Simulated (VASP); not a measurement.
Runs of VASP 6.6.1 on InSb. The structure is that of space group F-43m (No. 216), or close to it. The cells are those of the table. 

```tsv
task	level	cell	cutoff (eV)	gap on the mesh (eV)	pressure (GPa)
single point	PBE	a = 4.488 Å, angles 60.0°, 2 atoms	520	0.17	6.7
single point	PBE	a = 4.611 Å, angles 60.0°, 2 atoms	520	none	2.1
single point	PBE	a = 4.550 Å, angles 60.0°, 2 atoms	520	none	4.2
single point	PBEsol	a = 4.671 Å, angles 60.0°, 2 atoms	520	none	(a)
electric field gradients	PBE	a = 4.558, b = 4.558, c = 4.581 Å, angles 59.8, 59.8, 60.3°, 2 atoms	400	0.05	3.6
electric field gradients	PBE	a = 4.488 Å, angles 60.0°, 2 atoms	520	0.17	6.7
single point	PBE	a = 4.535, b = 4.535, c = 4.489 Å, angles 60.3, 60.3, 59.3°, 2 atoms	520	-	5.4
electric field gradients	PBE	a = 4.550 Å, angles 60.0°, 2 atoms	520	none	4.2
electric field gradients	PBE	a = 4.558, b = 4.558, c = 4.535 Å, angles 60.2, 60.2, 59.7°, 2 atoms	400	none	4.2
electric field gradients	PBE	a = 4.581 Å, angles 60.0°, 2 atoms	520	none	3.1
electric field gradients	PBE	a = 4.535, b = 4.535, c = 4.489 Å, angles 60.3, 60.3, 59.3°, 2 atoms	520	-	5.4
electric field gradients	PBE	a = 4.535, b = 4.535, c = 4.581 Å, angles 59.7, 59.7, 60.7°, 2 atoms	400	(b)	4.2
```

Alike in all rows: potentials or basis VASP PAW PBE potentials, release 64 (In_d, Sb); no spin polarisation; k mesh 10 × 10 × 10; smearing fermi-dirac 0.03 eV.

Question: Estimate the missing entries.

Answer: (a) -1.5; (b) 0.10.

Caveats: spin-orbit coupling is left out, which moves the levels of the heavy elements; the PAW data sets were made with another functional, which shifts forces and pressure a little (some runs).

A k mesh can miss the band edges, and the runs leave out spin-orbit coupling on In, Sb.

A gap of «none» marks levels without a gap at the run's occupations.
